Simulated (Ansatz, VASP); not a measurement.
ZnS in VASP and in Ansatz

Contents of INCAR:

```
  PREC = Accurate
  ENCUT = 520
  EDIFF = 1E-7
  ISMEAR = 0
  SIGMA = 0.02
  LREAL = F
  LASPH = T
  NELM = 100
  ALGO = Normal
  ISIF = 2
  LWAVE = F
  LCHARG = T
  GGA = PE
  LELF = T
  LVHAR = T
  NBANDS = 26
```

The input KPOINTS:

```
Automatic mesh
0
Gamma
  8 8 6
```

Contents of POSCAR:

```
ZnS
1.0
    2.7122092039      2.7122092039      0.0000000000
   -2.7122092039      2.7122092039      0.0000000000
    0.0000000000      0.0000000000      5.4967318317
Zn S
2 2
Direct
    0.0000000000      0.0000000000      0.0000000000
    0.5000000000      0.5000000000      0.5000000000
    0.5000000000      0.0000000000      0.7500000000
    0.0000000000      0.5000000000      0.2500000000
```

Input for Ansatz:

```yaml
crystal:
  lattice:
    - [2.7122092039, 2.7122092039, 0.0]
    - [-2.7122092039, 2.7122092039, 0.0]
    - [0.0, 0.0, 5.4967318317]
  atoms:
    - { symbol: Zn, position: [0.0, 0.0, 0.0] }
    - { symbol: Zn, position: [0.5, 0.5, 0.5] }
    - { symbol: S, position: [0.5, 0.0, 0.75] }
    - { symbol: S, position: [0.0, 0.5, 0.25] }
basis:
  ecutwfc: 420
kpoints:
  mp_grid: { grid: [8, 8, 6] }
  band_path: { path: [VBM, CBM], npoints: 2 }
hamiltonian:
  xc: pbe
scf:
  occupations: { method: gaussian, width: 0.02 }
output:
  forces: true
  stress: true
  eigenvalues: true
checkpoint:
  read: start.run
  write: ck
  compress: false
  write_wavefunctions: false
  write_every: 100000
```

Alike in both runs: task single point; functional PBE; k mesh 8 × 8 × 6; occupations gaussian, width 0.02 eV; no spin polarisation.

|  | VASP | Ansatz |
| --- | --- | --- |
| version | VASP 6.6.1 | Ansatz 0.2.0 |
| potentials or method | VASP PAW PBE potentials, release 64 (Zn, S), cutoff 520 eV | scalar-relativistic, plane waves, PAW |
| valence electrons in the cell | 36 | 36 |

|  | VASP | Ansatz | Ansatz less VASP |
| --- | --- | --- | --- |
| gap on the k mesh at the Fermi level (eV) | 1.99 | 1.99 | -0.004 |
| least direct gap on the mesh (eV) | 1.99 | 1.99 | -0.004 |
| pressure (GPa) | 0.0 | -0.2 | -0.14 |
| traceless stress, the component that is largest in VASP (GPa) | -0.37 | -0.37 | -0.008 |
